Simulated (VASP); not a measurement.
# Zr2PdC2 (I4/mmm) in VASP: further runs, part 2 of 2

VASP 6.6.1. The steps go on from the part before.

**3. Single point, PBE**

This run uses another cell than the first one, of 14.20 Å³/atom.

INCAR reads:

```
SYSTEM = Zr2PdC2
ALGO     = Normal         ! electronic algorithm
EDIFF    = 1E-6           ! SCF threshold, eV
ENCUT    = 520            ! plane-wave cutoff, eV
GGA      = PE             ! functional
ISIF     = 2              ! what is computed and relaxed
ISMEAR   = 0              ! smearing method
LASPH    = .True.         ! aspherical terms in the spheres
LCHARG   = .False.        ! write CHGCAR
LREAL    = .False.        ! projectors in reciprocal space
LWAVE    = .False.        ! write WAVECAR
NBANDS   = 29             ! bands
NELM     = 80             ! most SCF steps
PREC     = Accurate       ! precision mode
SIGMA    = 0.1            ! smearing width, eV
```

KPOINTS reads:

```
k-points
0
Gamma
  12 12 12
  0 0 0
```

POSCAR reads:

```
Zr2PdC2
1.0
   -2.2058674130      2.2058674130      3.6467311352
    2.2058674130     -2.2058674130      3.6467311352
    2.2058674130      2.2058674130     -3.6467311352
Zr Pd C
2 1 2
Direct
    0.7500000000      0.2500000000      0.5000000000
    0.2500000000      0.7500000000      0.5000000000
    0.0000000000      0.0000000000      0.0000000000
    0.4015426996      0.4015426996      0.0000000000
    0.5984573004      0.5984573004      0.0000000000
```

Potentials or basis: VASP PAW PBE potentials, release 64 (Zr_sv, Pd, C).

Launch:

```
cat potpaw_PBE.64/Zr_sv/POTCAR potpaw_PBE.64/Pd/POTCAR potpaw_PBE.64/C/POTCAR > POTCAR
mpirun -np 1 vasp_std > vasp.out
```

OUTCAR:

```text
SYSTEM = Zr2PdC2
   EDIFF = 1E-6
   ENCUT = 520
   GGA = PE
   ISIF = 2
   ISMEAR = 0
   LASPH = .True.
   LREAL = .False.
   NELM = 80
   PREC = Accurate

 ion  position               nearest neighbor table
   1  0.750  0.250  0.500-   4 2.47   5 2.47   4 2.47   5 2.47   3 2.86   3 2.86   3 2.86   3 2.86
                             2 3.12   2 3.12   2 3.12   2 3.12   2 3.65   2 3.65
   2  0.250  0.750  0.500-   4 2.47   5 2.47   4 2.47   5 2.47   3 2.86   3 2.86   3 2.86   3 2.86
                             1 3.12   1 3.12   1 3.12   1 3.12   1 3.65   1 3.65
   3  0.000  0.000  0.000-   1 2.86   2 2.86   1 2.86   2 2.86   1 2.86   2 2.86   1 2.86   2 2.86

   4  0.402  0.402  0.000-   5 1.44   2 2.47   1 2.47   2 2.47   1 2.47
   5  0.598  0.598  0.000-   4 1.44   1 2.47   2 2.47   1 2.47   2 2.47

  LATTYP: Found a body centered tetragonal cell.
 ALAT       =     4.4117348260
 C/A-ratio  =     1.6531959780

  Lattice vectors:

 A1 = (  -2.2058674130,   2.2058674130,   3.6467311352)
 A2 = (   2.2058674130,  -2.2058674130,   3.6467311352)
 A3 = (   2.2058674130,   2.2058674130,  -3.6467311352)

Analysis of symmetry for initial positions (statically):
=====================================================================
 Subroutine PRICEL returns:
 Original cell was already a primitive cell.

 Routine SETGRP: Setting up the symmetry group for a
 body centered tetragonal supercell.

 Subroutine GETGRP returns: Found 16 space group operations
 (whereof 16 operations were pure point group operations)
 out of a pool of 16 trial point group operations.

The static configuration has the point symmetry D_4h.

Analysis of symmetry for dynamics (positions and initial velocities):
=====================================================================
 Subroutine PRICEL returns:
 Original cell was already a primitive cell.

 Routine SETGRP: Setting up the symmetry group for a
 body centered tetragonal supercell.

 Subroutine GETGRP returns: Found 16 space group operations
[... 131 lines left out ...]
  Fermi-wavevector in a.u.,A,eV,Ry     =   1.374412  2.597263 25.701536  1.889010
  Thomas-Fermi vector in A             =   2.499841
   LORBIT       =      0    0 simple, 1 ext, 2 COOP (PROOUT), +10 PAW based schemes
   GGA     = PE    functional components
   LHFCALC =     F    Hartree Fock is set to
   AEXX    =    0.0000 exact exchange contribution
   IVDW    =     0    specifies the selected vdW correction
   LEPSILON=     F    determine dielectric tensor
   LRPA    =     F    only Hartree local field effects (RPA)
 non-spin polarized calculation
 Gauss-broadening in eV      SIGMA  =   0.10
  energy-cutoff  :      520.00
  volume of cell :       70.98
 maximum number of plane-waves:      1934
   NGX = 17   NGY = 17   NGZ = 17

 number of electron      42.0000003 magnetization

 Free energy of the ion-electron system (eV)
  ---------------------------------------------------
  ext. energy  EPLUGINS =         0.00000000
  ---------------------------------------------------
  free energy    TOTEN  =       -40.02085727 eV

  energy without entropy =      -39.99790333  energy(sigma->0) =      -40.00938030

 E-fermi :   9.6143     XC(G=0): -12.0023

 val. band max:        9.6142230341   @ k =  -0.1667   0.1667   0.1667
 cond. band min:       9.6214170250   @ k =  -0.4167   0.4167   0.1667
 fundamental gap:      0.0071939909
 Fermi energy:         9.6142601926

 k-point     1 :       0.0000    0.0000    0.0000
  band No.  band energies     occupation
      1     -39.1814      2.00000
      2     -39.0395      2.00000
      3     -17.4327      2.00000
      4     -17.4327      2.00000
      5     -17.3200      2.00000
      6     -17.3135      2.00000
[... 757 lines left out ...]
     28      14.0770      0.00000
     29      14.7471      0.00000

 [... further k-points ...]

------------------------ aborting loop because EDIFF is reached ----------------------------------------

  FORCE on cell =-STRESS in cart. coord.  units (eV):
  Direction    XX          YY          ZZ          XY          YZ          ZX
  --------------------------------------------------------------------------------------
  -------------------------------------------------------------------------------------
  Total        0.0513090      0.0513090      0.1112319      0.0000000      0.0000000      0.0000000
  in kB        1.1581937      1.1581937      2.5108304      0.0000000      0.0000000      0.0000000
  external PRESSURE =       1.6090726 kB  Pullay stress =       0.0000000 kB

 VOLUME and BASIS-vectors are now :
 -----------------------------------------------------------------------------
  energy-cutoff  :      520.00
  volume of cell :       70.98
      direct lattice vectors                 reciprocal lattice vectors
    -2.205867413  2.205867413  3.646731135     0.000000000  0.226668202  0.137109093
     2.205867413 -2.205867413  3.646731135     0.226668202  0.000000000  0.137109093
     2.205867413  2.205867413 -3.646731135     0.226668202  0.226668202  0.000000000

 POSITION                                       TOTAL-FORCE (eV/Angst)
 -----------------------------------------------------------------------------------
      0.00000      2.20587      1.82337        -0.000000     -0.000000      0.000000
      2.20587      0.00000      1.82337        -0.000000     -0.000000      0.000000
      0.00000      0.00000      0.00000        -0.000000     -0.000000      0.000000
      0.00000      0.00000      2.92864         0.000000      0.000000     -0.051290
      0.00000      0.00000      4.36483         0.000000      0.000000      0.051290
 -----------------------------------------------------------------------------------
    total drift:                               -0.000000      0.000000     -0.000000

  FREE ENERGIE OF THE ION-ELECTRON SYSTEM (eV)
  ---------------------------------------------------
  free  energy   TOTEN  =       -40.0208572721 eV

  energy  without entropy=      -39.9979033329  energy(sigma->0) =      -40.00938030
```

stdout:

```text
POSCAR found type information on POSCAR ZrPdC
 POSCAR found :  3 types and       5 ions
 scaLAPACK will be used
 LDA part: xc-table for (Slater+PW92), standard interpolation
 POSCAR, INCAR and KPOINTS ok, starting setup
 FFT: planning ... GRIDC
 FFT: planning ... GRID_SOFT
 FFT: planning ... GRID
 WAVECAR not read
 entering main loop
```

Wall time 12 min (1 thread of Oxide Virtual Turin-like, shared host); peak memory 0.41 GiB.

Results:

```
Free energy            : -40.0209 eV
Pressure               : 0.2 GPa
Largest force          : 0.051 eV/Å
Band gap on the k mesh : zero (bands 21 and 22 overlap by 1.16 eV)
```

Forces in eV/Å, atoms in the order of the input:
```
Zr   0.000  0.000  0.000
Zr   0.000  0.000  0.000
Pd   0.000  0.000  0.000
C    0.000  0.000 -0.051
C    0.000  0.000  0.051
```

Stress tensor (GPa, compression positive):
```
0.12 0.00 0.00
0.00 0.12 0.00
0.00 0.00 0.25
```
